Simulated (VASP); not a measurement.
# LaB6 (Pm-3m) in VASP: notebook

LaB6 is run at these levels: PBE; tasks: single point.

All numbers are computed with VASP 6.6.1; they aren't measurements. Logs are shortened: lines on timing, memory, paths and dates and some standing lists are left out, and cuts for length are marked.

## (1) The cell of the first run

It takes space group Pm-3m (No. 221, cubic). Conventional cell: a = 4.077 Å, b = 4.077 Å, c = 4.077 Å, α = 90.00°, β = 90.00°, γ = 90.00°. Within 3.9 Å of La (site symmetry m-3m) lie 24 B at 3.00 Å. Within 2.2 Å of B (site symmetry 4mm) lie 5 B at 1.62 to 1.73 Å.

## (2) Single point, PBE (9.68 Å³/atom)

Contents of INCAR:

```
ALGO     = Normal         # electronic algorithm
EDIFF    = 1E-6           # SCF threshold, eV
ENCUT    = 520            # plane-wave cutoff, eV
GGA      = PE             # functional
ISIF     = 2              # what is computed and relaxed
ISMEAR   = 0              # smearing method
LASPH    = True           # aspherical terms in the spheres
LCHARG   = False          # write CHGCAR
LREAL    = False          # projectors in reciprocal space
LWAVE    = False          # write WAVECAR
NBANDS   = 24             # bands
NELM     = 60             # most SCF steps
PREC     = Accurate       # precision mode
SIGMA    = 0.05           # smearing width, eV
```

Contents of KPOINTS:

```
k-points
0
Gamma
  8 8 8
```

Contents of POSCAR:

```
LaB6
1.0
    4.0773580665      0.0000000000      0.0000000000
    0.0000000000      4.0773580665      0.0000000000
    0.0000000000      0.0000000000      4.0773580665
La B
1 6
Direct
    0.0000000000      0.0000000000      0.0000000000
    0.1991260933      0.5000000000      0.5000000000
    0.8008739067      0.5000000000      0.5000000000
    0.5000000000      0.5000000000      0.1991260933
    0.5000000000      0.5000000000      0.8008739067
    0.5000000000      0.1991260933      0.5000000000
    0.5000000000      0.8008739067      0.5000000000
```

Potentials or basis: VASP PAW PBE potentials, release 64 (La, B).

The run is started by

```
cat potpaw_PBE.64/La/POTCAR potpaw_PBE.64/B/POTCAR > POTCAR
mpirun -np 1 vasp_std > vasp.out
```

OUTCAR:

```text
EDIFF = 1E-6
   ENCUT = 520
   GGA = PE
   ISIF = 2
   ISMEAR = 0
   LASPH = True
   LREAL = False
   NELM = 60
   PREC = Accurate

 ion  position               nearest neighbor table
   1  0.000  0.000  0.000-
   2  0.199  0.500  0.500-   3 1.62   4 1.73   5 1.73   6 1.73   7 1.73
   3  0.801  0.500  0.500-   2 1.62   4 1.73   5 1.73   6 1.73   7 1.73
   4  0.500  0.500  0.199-   5 1.62   3 1.73   2 1.73   6 1.73   7 1.73
   5  0.500  0.500  0.801-   4 1.62   3 1.73   2 1.73   6 1.73   7 1.73
   6  0.500  0.199  0.500-   7 1.62   3 1.73   4 1.73   5 1.73   2 1.73
   7  0.500  0.801  0.500-   6 1.62   3 1.73   4 1.73   5 1.73   2 1.73

  LATTYP: Found a simple cubic cell.
 ALAT       =     4.0773580665

  Lattice vectors:

 A1 = (   4.0773580665,   0.0000000000,   0.0000000000)
 A2 = (   0.0000000000,   4.0773580665,   0.0000000000)
 A3 = (   0.0000000000,   0.0000000000,   4.0773580665)

Analysis of symmetry for initial positions (statically):
=====================================================================
 Subroutine PRICEL returns:
 Original cell was already a primitive cell.

 Routine SETGRP: Setting up the symmetry group for a
 simple cubic supercell.

 Subroutine GETGRP returns: Found 48 space group operations
 (whereof 48 operations were pure point group operations)
 out of a pool of 48 trial point group operations.

The static configuration has the point symmetry O_h .

Analysis of symmetry for dynamics (positions and initial velocities):
=====================================================================
 Subroutine PRICEL returns:
 Original cell was already a primitive cell.

 Routine SETGRP: Setting up the symmetry group for a
 simple cubic supercell.

 Subroutine GETGRP returns: Found 48 space group operations
 (whereof 48 operations were pure point group operations)
 out of a pool of 48 trial point group operations.

The dynamic configuration has the point symmetry O_h .

 Subroutine INISYM returns: Found 48 space group operations
 (whereof 48 operations are pure point group operations),
 and found     1 'primitive' translations

----------------------------------------------------------------------------------------
[... 102 lines left out ...]
   NELM   =     60;   NELMIN=  2; NELMDL= -5     # of ELM steps
   EDIFF  = 0.1E-05   stopping-criterion for ELM
   LREAL  =      F    real-space projection
   EDIFFG = 0.1E-04   stopping-criterion for IOM
   NSW    =      0    number of steps for IOM
   IBRION =     -1    ionic relax: 0-MD 1-quasi-New 2-CG
   NFREE  =      0    steps in history (QN), initial steepest desc. (CG)
   ISIF   =      2    stress and relaxation
   ISYM   =      2    0-nonsym 1-usesym 2-fastsym
   POTIM  = 0.5000    time-step for ionic-motion
   TEBEG  =    0.0;   TEEND  =   0.0 temperature during run
   PSTRESS=    0.0 pullay stress
   NELECT =      29.0000    total number of electrons
   NUPDOWN=      -1.0000    fix difference up-down
   EMIN   =  10.00;   EMAX   =-10.00  energy-range for DOS
   EFERMI =   0.00;   METHOD = LEGACY
   ISMEAR =     0;   SIGMA  =   0.05  broadening in eV -4-tet -1-fermi 0-gaus
   EFERMI_NEDOS =   21; number of points for ismear=-14 and -15
   IALGO  =     38    algorithm
   IMIX   =      4    mixing-type and parameters
     AMIX     =   0.40;   BMIX     =  1.00
     AMIX_MAG =   1.60;   BMIX_MAG =  1.00
  volume/ion in A,a.u.               =       9.68        65.35
  Fermi-wavevector in a.u.,A,eV,Ry     =   1.233565  2.331100 20.703743  1.521682
  Thomas-Fermi vector in A             =   2.368290
   LORBIT       =      0    0 simple, 1 ext, 2 COOP (PROOUT), +10 PAW based schemes
   GGA     = PE    functional components
   LHFCALC =     F    Hartree Fock is set to
   AEXX    =    0.0000 exact exchange contribution
   IVDW    =     0    specifies the selected vdW correction
   LEPSILON=     F    determine dielectric tensor
   LRPA    =     F    only Hartree local field effects (RPA)
 non-spin polarized calculation
 Gauss-broadening in eV      SIGMA  =   0.05
  energy-cutoff  :      520.00
  volume of cell :       67.79
 maximum number of plane-waves:      1856
   NGX = 15   NGY = 15   NGZ = 15

 number of electron      29.0000002 magnetization

 Free energy of the ion-electron system (eV)
  ---------------------------------------------------
  ext. energy  EPLUGINS =         0.00000000
  ---------------------------------------------------
  free energy    TOTEN  =       -48.92597046 eV

  energy without entropy =      -48.92495552  energy(sigma->0) =      -48.92546299

 E-fermi :   9.0249     XC(G=0): -11.5067

 val. band max:        8.8942576860   @ k =   0.3750   0.2500   0.1250
 cond. band min:       9.0292398989   @ k =   0.2500   0.2500   0.0000
 fundamental gap:      0.1349822128
 Fermi energy:         9.0248777807

 k-point     1 :       0.0000    0.0000    0.0000
  band No.  band energies     occupation
      1     -23.7830      2.00000
      2      -7.5520      2.00000
      3      -7.5520      2.00000
      4      -7.5520      2.00000
      5      -6.7748      2.00000
      6       0.9525      2.00000
[... 637 lines left out ...]
     23      12.3888      0.00000
     24      12.7492      0.00000

 [... further k-points ...]

------------------------ aborting loop because EDIFF is reached ----------------------------------------

  FORCE on cell =-STRESS in cart. coord.  units (eV):
  Direction    XX          YY          ZZ          XY          YZ          ZX
  --------------------------------------------------------------------------------------
  -------------------------------------------------------------------------------------
  Total        4.5647356      4.5647356      4.5647356      0.0000000     -0.0000000      0.0000000
  in kB      107.8921018    107.8921018    107.8921018      0.0000000     -0.0000000      0.0000000
  external PRESSURE =     107.8921018 kB  Pullay stress =       0.0000000 kB

 VOLUME and BASIS-vectors are now :
 -----------------------------------------------------------------------------
  energy-cutoff  :      520.00
  volume of cell :       67.79
      direct lattice vectors                 reciprocal lattice vectors
     4.077358067  0.000000000  0.000000000     0.245256851  0.000000000  0.000000000
     0.000000000  4.077358067  0.000000000     0.000000000  0.245256851  0.000000000
     0.000000000  0.000000000  4.077358067     0.000000000  0.000000000  0.245256851

 POSITION                                       TOTAL-FORCE (eV/Angst)
 -----------------------------------------------------------------------------------
      0.00000      0.00000      0.00000        -0.000000      0.000000     -0.000000
      0.81191      2.03868      2.03868        -0.019845      0.000000     -0.000000
      3.26545      2.03868      2.03868         0.019845      0.000000      0.000000
      2.03868      2.03868      0.81191         0.000000      0.000000     -0.019845
      2.03868      2.03868      3.26545        -0.000000      0.000000      0.019845
      2.03868      0.81191      2.03868         0.000000     -0.019845     -0.000000
      2.03868      3.26545      2.03868        -0.000000      0.019845      0.000000
 -----------------------------------------------------------------------------------
    total drift:                                0.000000      0.000000     -0.000000

  FREE ENERGIE OF THE ION-ELECTRON SYSTEM (eV)
  ---------------------------------------------------
  free  energy   TOTEN  =       -48.9259704572 eV

  energy  without entropy=      -48.9249555185  energy(sigma->0) =      -48.92546299
```

OSZICAR:

```text
N       E                     dE             d eps       ncg     rms          rms(c)
DAV:   1     0.199673162068E+03    0.19967E+03   -0.11116E+04  1848   0.157E+03
DAV:   2    -0.238143586152E+02   -0.22349E+03   -0.18774E+03  1920   0.276E+02
DAV:   3    -0.526149058523E+02   -0.28801E+02   -0.27057E+02  2456   0.109E+02
DAV:   4    -0.537567584763E+02   -0.11419E+01   -0.11380E+01  2912   0.210E+01
DAV:   5    -0.537921802196E+02   -0.35422E-01   -0.35403E-01  2464   0.286E+00    0.965E+00
DAV:   6    -0.492813684005E+02    0.45108E+01   -0.96742E+00  2696   0.167E+01    0.496E+00
DAV:   7    -0.489635519074E+02    0.31782E+00   -0.45824E+00  2568   0.103E+01    0.211E+00
DAV:   8    -0.491433950664E+02   -0.17984E+00   -0.21008E+00  2920   0.144E+01    0.165E+00
DAV:   9    -0.489577396801E+02    0.18566E+00   -0.35267E-01  2872   0.464E+00    0.798E-01
DAV:  10    -0.489260868733E+02    0.31653E-01   -0.27820E-01  3016   0.411E+00    0.204E-01
DAV:  11    -0.489280940206E+02   -0.20071E-02   -0.20280E-02  2360   0.853E-01    0.203E-01
DAV:  12    -0.489267670367E+02    0.13270E-02   -0.17612E-03  3000   0.385E-01    0.116E-01
DAV:  13    -0.489259539034E+02    0.81313E-03   -0.41360E-03  2920   0.542E-01    0.118E-02
DAV:  14    -0.489259694939E+02   -0.15591E-04   -0.22739E-04  2448   0.118E-01    0.501E-03
DAV:  15    -0.489259706946E+02   -0.12007E-05   -0.74630E-06  2808   0.224E-02    0.432E-03
DAV:  16    -0.489259704572E+02    0.23748E-06   -0.22728E-07  1512   0.416E-03
   1 F= -.48925970E+02 E0= -.48925463E+02  d E =-.101494E-02
```

stdout:

```text
POSCAR found type information on POSCAR LaB
 POSCAR found :  2 types and       7 ions
 scaLAPACK will be used
 LDA part: xc-table for (Slater+PW92), standard interpolation
 POSCAR, INCAR and KPOINTS ok, starting setup
 FFT: planning ... GRIDC
 FFT: planning ... GRID_SOFT
 FFT: planning ... GRID
 WAVECAR not read
 entering main loop
```

Wall time 63 s (1 thread of Intel Xeon Platinum 8488C (Sapphire Rapids), shared host); peak memory 0.2 GiB.

Results:

- Free energy: -48.9260 eV
- Pressure: 10.8 GPa
- Largest force: 0.020 eV/Å
- Band gap on the k mesh: zero (an odd number of electrons rules out a gap without spin polarisation)

Forces in eV/Å, atoms in the order of the input:
```
La   0.000  0.000  0.000
B   -0.020  0.000  0.000
B    0.020  0.000  0.000
B    0.000  0.000 -0.020
B    0.000  0.000  0.020
B    0.000 -0.020  0.000
B    0.000  0.020  0.000
```

Caveat: the cell stands under pressure; spin-orbit coupling is left out, which moves the levels of the heavy elements.

## (3) Single point, PBE (9.84 Å³/atom)

This run uses another cell than the first one, of 9.84 Å³/atom.

Contents of INCAR:

```
SYSTEM = LaB6
PREC = Accurate
ENCUT = 520
EDIFF = 1E-6
ISMEAR = 0
SIGMA = 0.05
LREAL = .FALSE.
LASPH = .TRUE.
NELM = 80
ALGO = Normal
ISIF = 2
LWAVE = .FALSE.
LCHARG = .TRUE.
GGA = PE
LELF = .TRUE.
LVHAR = .TRUE.
NBANDS = 24
```

Contents of KPOINTS:

```
Automatic mesh
0
G
  8 8 8
  0 0 0
```

Contents of POSCAR:

```
LaB6
1.0
    4.0988182410      0.0000000000      0.0000000000
    0.0000000000      4.0988182410      0.0000000000
    0.0000000000      0.0000000000      4.0988182410
La B
1 6
Direct
    0.0000000000      0.0000000000      0.0000000000
    0.1993134461      0.5000000000      0.5000000000
    0.8006865539      0.5000000000      0.5000000000
    0.5000000000      0.5000000000      0.1993134461
    0.5000000000      0.5000000000      0.8006865539
    0.5000000000      0.1993134461      0.5000000000
    0.5000000000      0.8006865539      0.5000000000
```

Potentials or basis: VASP PAW PBE potentials, release 64 (La, B).

The run is started by

```
cat potpaw_PBE.64/La/POTCAR potpaw_PBE.64/B/POTCAR > POTCAR
mpirun -np 1 vasp_std > vasp.out
```

Run time: 62 s. Hardware: 1 thread of Intel Xeon Platinum 8488C (Sapphire Rapids), shared host; peak memory 0.21 GiB.

The run converged. Its results:

```
Free energy            : -48.9879 eV
Pressure               : 7.5 GPa
Largest force          : 0.019 eV/Å
Band gap on the k mesh : zero (an odd number of electrons rules out a gap without spin polarisation)
```

Forces in eV/Å, atoms in the order of the input:
```
La   0.000  0.000  0.000
B   -0.019  0.000  0.000
B    0.019  0.000  0.000
B    0.000  0.000 -0.019
B    0.000  0.000  0.019
B    0.000 -0.019  0.000
B    0.000  0.019  0.000
```

Levels at points of the mesh, in eV from the Fermi level:
```tsv
k point	band 10	band 11	band 12	band 13	band 14	band 15	band 16	band 17	band 18	band 19
(0.00, 0.00, 0.00)	-7.00	-7.00	-1.82	-1.82	-1.82	0.27	0.27	0.27	1.66	1.66
(0.50, 0.00, 0.00)	-6.45	-3.44	-3.44	-3.17	-2.51	-1.42	1.64	1.74	1.74	2.14
(0.50, 0.50, 0.00)	-6.25	-4.51	-4.51	-2.86	-2.86	1.16	1.16	2.17	2.20	2.20
(0.50, 0.50, 0.50)	-4.68	-4.68	-2.35	-2.35	-2.35	1.64	1.96	1.96	1.96	1.98
```

Caveat: the cell stands under pressure; spin-orbit coupling is left out, which moves the levels of the heavy elements.

## (4) Single point, PBE (10.04 Å³/atom)

This run uses another cell than the first one, of 10.04 Å³/atom.

Contents of INCAR:

```
  PREC = Accurate
  ENCUT = 520
  EDIFF = 1E-7
  ISMEAR = 0
  SIGMA = 0.05
  LREAL = False
  LASPH = True
  NELM = 60
  ALGO = Normal
  ISIF = 2
  LWAVE = False
  LCHARG = False
  GGA = PE
  NBANDS = 24
```

Contents of KPOINTS:

```
Automatic mesh
0
Gamma
  8 8 8
```

Contents of POSCAR:

```
LaB6
1.0
    4.1270868463      0.0000000000      0.0000000000
    0.0000000000      4.1270868463      0.0000000000
    0.0000000000      0.0000000000      4.1270868463
La B
1 6
Direct
    0.0000000000      0.0000000000      0.0000000000
    0.1995721403      0.5000000000      0.5000000000
    0.8004278597      0.5000000000      0.5000000000
    0.5000000000      0.5000000000      0.1995721403
    0.5000000000      0.5000000000      0.8004278597
    0.5000000000      0.1995721403      0.5000000000
    0.5000000000      0.8004278597      0.5000000000
```

The run is started by

```
cat potpaw_PBE.64/La/POTCAR potpaw_PBE.64/B/POTCAR > POTCAR
mpirun -np 1 vasp_std > vasp.out
```

It took 62 s on 1 thread of Intel Xeon Platinum 8488C (Sapphire Rapids), shared host; peak memory 0.21 GiB.

The run converged. Its results:

```yaml
Free_energy: -49.0379 eV
Pressure: 3.5 GPa
Largest_force: 0.017 eV/Å
Band_gap_on_the_k_mesh: zero (an odd number of electrons rules out a gap without spin polarisation)
```

Forces on the atoms (eV/Å):
```
La   0.000  0.000  0.000
B   -0.017  0.000  0.000
B    0.017  0.000  0.000
B    0.000  0.000 -0.017
B    0.000  0.000  0.017
B    0.000 -0.017  0.000
B    0.000  0.017  0.000
```

Levels at points of the mesh, in eV from the Fermi level:
```csv
k point,band 11,band 12,band 13,band 14,band 15,band 16,band 17,band 18
"(0.00, 0.00, 0.00)",-6.95,-1.81,-1.81,-1.81,0.27,0.27,0.27,1.61
"(0.50, 0.00, 0.00)",-3.42,-3.42,-3.15,-2.46,-1.42,1.57,1.68,1.68
"(0.50, 0.50, 0.00)",-4.45,-4.45,-2.85,-2.85,1.12,1.12,2.07,2.10
"(0.50, 0.50, 0.50)",-4.67,-2.34,-2.34,-2.34,1.58,1.87,1.87,1.87
```

Caveat: the cell stands under pressure; spin-orbit coupling is left out, which moves the levels of the heavy elements.

## (5) Overview

| cell | gap on the mesh (eV) | pressure (GPa) | largest force (eV/Å) |
| --- | --- | --- | --- |
| a = 4.077 Å, 7 atoms, atomic positions A | none | 10.8 | 0.02 |
| a = 4.099 Å, 7 atoms, atomic positions B | none | 7.5 | 0.02 |
| a = 4.127 Å, 7 atoms, atomic positions C | none | 3.5 | 0.02 |

Alike in all rows: task single point; level PBE; potentials or basis VASP PAW PBE potentials, release 64 (La, B); no spin polarisation; k mesh 8 × 8 × 8; cutoff (eV) 520; smearing gaussian 0.05 eV.

Caveats: the cell stands under pressure; spin-orbit coupling is left out, which moves the levels of the heavy elements.

Absolute energies hang on the potentials; compare differences alone.

The gap in the log of VASP goes by the Fermi energy; the results here count the filled bands.